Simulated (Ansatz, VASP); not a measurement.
**Two plane-wave programs on P**

```
CELL_PARAMETERS angstrom
3.96992 0.00000 0.00000
-1.98496 3.43805 0.00000
0.00000 0.00000 4.91669
ATOMIC_POSITIONS crystal
P 0.00000 0.00000 0.25000
P 0.00000 0.00000 0.75000
P 0.33333 0.66667 0.75000
P 0.66667 0.33333 0.25000
```

Alike in both runs: functional r2SCAN; k mesh 15 × 15 × 6; occupations gaussian, width 0.1 eV; no spin polarisation.

Ansatz relaxed the structure, and its values are those at the end. VASP's run is a single point on that final structure, the one shown.

|  | VASP | Ansatz |
| --- | --- | --- |
| version | VASP 6.6.1 | Ansatz 0.2.0 |
| potentials or method | VASP PAW PBE potentials, release 64 (P), cutoff 520 eV | scalar-relativistic, plane waves, PAW |
| valence electrons in the cell | 20 | 20 |

|  | VASP | Ansatz | Ansatz less VASP |
| --- | --- | --- | --- |
| gap on the k mesh at the Fermi level (eV) | none | none | - |
| pressure (GPa) | -0.5 | 0.0 | +0.43 |

VASP's potentials were made for PBE, not for r2SCAN. A gap of «none» marks a metal or a gap that the smearing closes. With one functional, cell and mesh, what is left measures potentials, basis and numerics.
